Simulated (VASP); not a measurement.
Set up this calculation in VASP 6.6.1, as the native input.

```yaml
Task: single point
Functional: PBE
Potentials_or_basis: VASP PAW PBE potentials, release 64 (Au, I)
Cutoff: 520 eV
k_mesh: 4 × 4 × 4
Occupations: gaussian, width 0.1 eV
Spin: no spin polarisation
Dipole_correction: no
Further_INCAR_settings: ALGO = Normal; EDIFF = 1e-06; NBANDS = 34
```

The structure of Au4I lies in POSCAR:

```
Au4I
1.0
    6.0664489200      0.0000000000      0.0000000000
    0.0000000000      6.0664489200      0.0000000000
    0.0000000000      0.0000000000      6.0664489200
Au I
4 1
Direct
    0.2500000000      0.2500000000      0.2500000000
    0.7500000000      0.7500000000      0.2500000000
    0.7500000000      0.2500000000      0.7500000000
    0.2500000000      0.7500000000      0.7500000000
    0.0000000000      0.0000000000      0.0000000000
```

These files were run (other wordings do the same):

INCAR

```
SYSTEM = Au4I
PREC = Accurate
ENCUT = 520
EDIFF = 1E-6
ISMEAR = 0
SIGMA = 0.1
LREAL = .False.
LASPH = .True.
NELM = 100
ALGO = Normal
ISIF = 2
LWAVE = .False.
LCHARG = .True.
GGA = PE
LELF = .True.
LVHAR = .True.
NBANDS = 34
```

KPOINTS

```
regular mesh
0
Gamma
  4 4 4
  0 0 0
```

Potentials or basis: VASP PAW PBE potentials, release 64 (Au, I).

The run is started by

```bash
$ cat potpaw_PBE.64/Au/POTCAR potpaw_PBE.64/I/POTCAR > POTCAR
$ mpirun -np 1 vasp_std > vasp.out
```

Results of the run:

- Pressure: -2.2 GPa

Caveat: an odd number of electrons without spin polarisation forces a metal; a magnetic or distorted state may lie lower.

It took 39 s on 1 thread of Intel(R) Xeon(R) 6975P-C (Granite Rapids), with other jobs on the host, peak memory 0.34 GiB.
